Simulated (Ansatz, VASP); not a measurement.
## Fe: VASP beside Ansatz

```
CELL_PARAMETERS angstrom
2.46892 0.00000 0.00000
0.00000 2.46892 0.00000
0.00000 0.00000 2.46892
ATOMIC_POSITIONS crystal
Fe 0.00000 0.00000 0.00000
```

Alike in both runs: task single point; functional BLYP; k mesh 15 × 15 × 15; occupations fermi-dirac, width 0.05 eV; collinear spin.

```csv
,VASP,Ansatz
version,VASP 6.6.1,Ansatz 0.2.0
potentials or method,"VASP PAW PBE potentials, release 64 (Fe), cutoff 520 eV","plane waves (420 eV) with PAW, scalar-relativistic"
valence electrons in the cell,8,16
```

```csv
,VASP,Ansatz,Ansatz less VASP
pressure (GPa),-7.1,-7.2,-0.10
net moment per atom (μB),2.51,2.51,-0.005
size of the moment on the site where the two differ most (μB),2.51,2.50,-0.002
```

VASP's potentials were made for PBE, not for BLYP. Site moments also hang on the region over which each program counts them. VASP's potentials hold 8 valence electrons a cell and Ansatz's 16, so a difference there can come from the potentials and not from the codes.
